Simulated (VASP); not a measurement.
A run of VASP 6.6.1:

The input INCAR:

```
  PREC = Accurate
  ENCUT = 520
  EDIFF = 1E-6
  ISMEAR = 0
  SIGMA = 0.15
  LREAL = False
  LASPH = True
  NELM = 60
  ALGO = Normal
  ISIF = 2
  LWAVE = False
  LCHARG = False
  GGA = PS
  NBANDS = 16
```

File KPOINTS:

```
Automatic mesh
0
Gamma
  14 14 14
```

POSCAR

```
GaSb
1.0
    0.0000000000      3.0590000000      3.0590000000
    3.1507700000      0.0000000000      3.0590000000
    3.1507700000      3.0590000000      0.0000000000
Ga Sb
1 1
Direct
    0.0000000000      0.0000000000      0.0000000000
    0.7500000000      0.7500000000      0.7500000000
```

Potentials or basis: VASP PAW PBE potentials, release 64 (Ga_d, Sb).

Command:

```console
$ cat potpaw_PBE.64/Ga_d/POTCAR potpaw_PBE.64/Sb/POTCAR > POTCAR
$ mpirun -np 1 vasp_std > vasp.out
```

Hardware: 1 thread of Intel Xeon 8259CL, on a shared host.

Task: How long does it take, and how much memory?

Result: Run time: 5 min on 1 thread of Intel Xeon 8259CL, with other jobs on the host, peak memory 0.38 GiB. Counts: scf iterations 12, k points 244.
